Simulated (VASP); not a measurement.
Hf2Sb3Au:

```
Au Hf Sb
1.0
     4.06149    0.00000    0.00000
     0.00000    4.06149    0.00000
     0.00000    0.00000    8.96437
Au Hf Sb
1 2 3
Direct
  0.00000 0.00000 0.00000
  0.00000 0.50000 0.73650
  0.50000 0.00000 0.26350
  0.50000 0.50000 0.00000
  0.00000 0.50000 0.38350
  0.50000 0.00000 0.61650
```

```yaml
Program: VASP 6.6.1
Task: relaxation of cell and atoms
Functional: PBE
Potentials_or_basis: VASP PAW PBE potentials, release 64 (Au, Hf_pv, Sb)
Cutoff: 600 eV
k_mesh: 5 × 5 × 2
Occupations: fermi-dirac, width 0.1 eV
Spin: no spin polarisation
```

At the start: pressure -6.0 GPa; volume 24.65 Å³/atom.

Question: How do energy, volume and symmetry change on relaxing?

Answer: Over 14 steps the energy falls by 39.1 meV/atom and the volume is 22.98 Å³/atom (-6.8 %); space group P-4m2 (No. 115, to 0.1 Å) before and after.

The path:
```
step  energy change (eV)  largest force (eV/Å)  pressure (GPa)  volume (Å³)
   1              0.0000                0.2295           -6.02       147.87
   2             -0.0192                0.1927            7.80       128.91
   3             -0.2143                0.2070            0.10       137.66
   4             -0.2143                0.2065            0.24       137.46
   5             -0.2245                0.1546            0.16       137.55
   6             -0.2267                0.1877            0.12       137.61
   7             -0.2309                0.1322           -0.15       137.99
   8             -0.2326                0.0540           -0.52       138.54
   9             -0.2339                0.0479            0.09       137.70
  10             -0.2340                0.0444           -0.05       137.89
  11             -0.2342                0.0292            0.01       137.82
  12             -0.2343                0.0157            0.08       137.71
  13             -0.2343                0.0161            0.05       137.76
  14             -0.2343                0.0085           -0.03       137.86
```

Final structure:
```xyz
6
Lattice="4.0027 0.0000 0.0000 0.0000 4.0027 0.0000 0.0000 0.0000 8.6047" Properties=species:S:1:pos:R:3 pbc="T T T"
Au    0.0000    0.0000    0.0000
Hf    0.0000    2.0013    6.3020
Hf    2.0013    0.0000    2.3027
Sb    2.0013    2.0013    0.0000
Sb    0.0000    2.0013    3.2513
Sb    2.0013    0.0000    5.3534
```
